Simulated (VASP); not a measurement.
Wanted: the native input for a VASP 6.6.1 run.

* Task: single point
* Functional: PBE
* Potentials or basis: VASP PAW PBE potentials, release 64 (Al, Cu)
* Cutoff: 520 eV
* k mesh: 10 × 10 × 14
* Occupations: gaussian, width 0.15 eV
* Spin: no spin polarisation
* Dipole correction: no
* Further INCAR settings: ALGO = Fast; EDIFF = 1e-06; NBANDS = 16

The structure of Al2Cu lies in POSCAR:

```
Al2Cu
1.0
    4.2311976689      0.0000000000      0.0000000000
    0.0000000000      4.2311976689      0.0000000000
    0.0000000000      0.0000000000      2.8847334069
Al Cu
2 1
Direct
    0.5000000000      0.0000000000      0.5000000000
    0.0000000000      0.5000000000      0.5000000000
    0.0000000000      0.0000000000      0.0000000000
```

These files were run (other wordings do the same):

INCAR

```
  PREC = Accurate
  ENCUT = 520
  EDIFF = 1E-6
  ISMEAR = 0
  SIGMA = 0.15
  LREAL = F
  LASPH = T
  NELM = 60
  ALGO = Fast
  ISIF = 2
  LWAVE = F
  LCHARG = F
  GGA = PE
  NBANDS = 16
```

KPOINTS

```
regular mesh
0
Gamma
  10 10 14
```

Potentials or basis: VASP PAW PBE potentials, release 64 (Al, Cu).

Launch:

```sh
$ cat potpaw_PBE.64/Al/POTCAR potpaw_PBE.64/Cu/POTCAR > POTCAR
$ mpirun -np 1 vasp_std > vasp.out
```

It gave:

| Quantity | Value |
| --- | --- |
| Pressure | -4.0 GPa |

Run time: 69 s on 1 thread of Intel(R) Xeon(R) Platinum 8559C (Emerald Rapids) (shared host), peak memory 0.25 GiB.
